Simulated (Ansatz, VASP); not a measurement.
## TiAl3 in VASP and in Ansatz

Contents of INCAR:

```
  PREC = Accurate
  ENCUT = 520
  EDIFF = 1E-6
  ISMEAR = 0
  SIGMA = 0.1
  LREAL = False
  LASPH = True
  NELM = 80
  ALGO = Fast
  ISIF = 2
  LWAVE = False
  LCHARG = True
  GGA = PE
  LELF = True
  LVHAR = True
  NBANDS = 18
```

Contents of KPOINTS:

```
Automatic mesh
0
Gamma
  14 14 14
```

File POSCAR:

```
TiAl3
1.0
    3.9797267085      0.0000000000      0.0000000000
    0.0000000000      3.9797267085      0.0000000000
    0.0000000000      0.0000000000      4.2185103110
Ti Al
1 3
Direct
    0.0000000000      0.0000000000      0.0000000000
    0.5000000000      0.5000000000      0.0000000000
    0.5000000000      0.0000000000      0.5000000000
    0.0000000000      0.5000000000      0.5000000000
```

Input for Ansatz:

```yaml
crystal:
  lattice:
    - [3.9797267085, 0.0, 0.0]
    - [0.0, 3.9797267085, 0.0]
    - [0.0, 0.0, 4.218510311]
  atoms:
    - { symbol: Ti, position: [0.0, 0.0, 0.0] }
    - { symbol: Al, position: [0.5, 0.5, 0.0] }
    - { symbol: Al, position: [0.5, 0.0, 0.5] }
    - { symbol: Al, position: [0.0, 0.5, 0.5] }
basis:
  ecutwfc: 420
kpoints:
  mp_grid: { grid: [14, 14, 14] }
hamiltonian:
  xc: pbe
scf:
  occupations: { method: gaussian, width: 0.1 }
output:
  forces: true
  stress: true
  eigenvalues: true
```

Change from the starting cell: strain along c alone, the other axes held, atoms relaxed: +6.0 %.

Alike in both runs: task single point; functional PBE; k mesh 14 × 14 × 14; occupations gaussian, width 0.1 eV; no spin polarisation.

|  | VASP | Ansatz |
| --- | --- | --- |
| version | VASP 6.6.1 | Ansatz 0.2.0 |
| potentials or method | VASP PAW PBE potentials, release 64 (Ti_sv, Al), cutoff 520 eV | scalar-relativistic, plane waves, PAW |
| valence electrons in the cell | 21 | 21 |

Ansatz gave:

| Quantity | Value |
| --- | --- |
| gap on the k mesh at the Fermi level (eV) | none |
| pressure (GPa) | -5.2 |
| traceless stress, the component that is largest in VASP (GPa) | -3.87 |

Q: Which values does VASP return?

A: gap on the k mesh at the Fermi level (eV): none; pressure (GPa): -5.3; traceless stress, the component that is largest in VASP (GPa): -3.87.

A gap of «none» marks a metal or a gap that the smearing closes.
